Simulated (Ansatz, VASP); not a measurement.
**One calculation of KCl, two programs**

```
K Cl
1.0
     0.00000    3.03734    3.03734
     3.03734    0.00000    3.03734
     3.03734    3.03734    0.00000
K Cl
1 1
Direct
  0.00000 0.00000 0.00000
  0.50000 0.50000 0.50000
```

Alike in both runs: task single point; functional PBE; k mesh 6 × 6 × 6; occupations gaussian, width 0.1 eV; no spin polarisation.

```csv
,VASP,Ansatz
version,VASP 6.6.1,Ansatz 0.2.0
potentials or method,"VASP PAW PBE potentials, release 64 (K_sv, Cl), cutoff 500 eV","scalar-relativistic, plane waves, PAW"
valence electrons in the cell,16,16
```

|  | VASP | Ansatz | Ansatz less VASP |
| --- | --- | --- | --- |
| gap on the k mesh at the Fermi level (eV) | 5.58 | 5.58 | +0.003 |
| least direct gap on the mesh (eV) | 5.58 | 5.58 | +0.003 |
| pressure (GPa) | 3.5 | 3.4 | -0.05 |
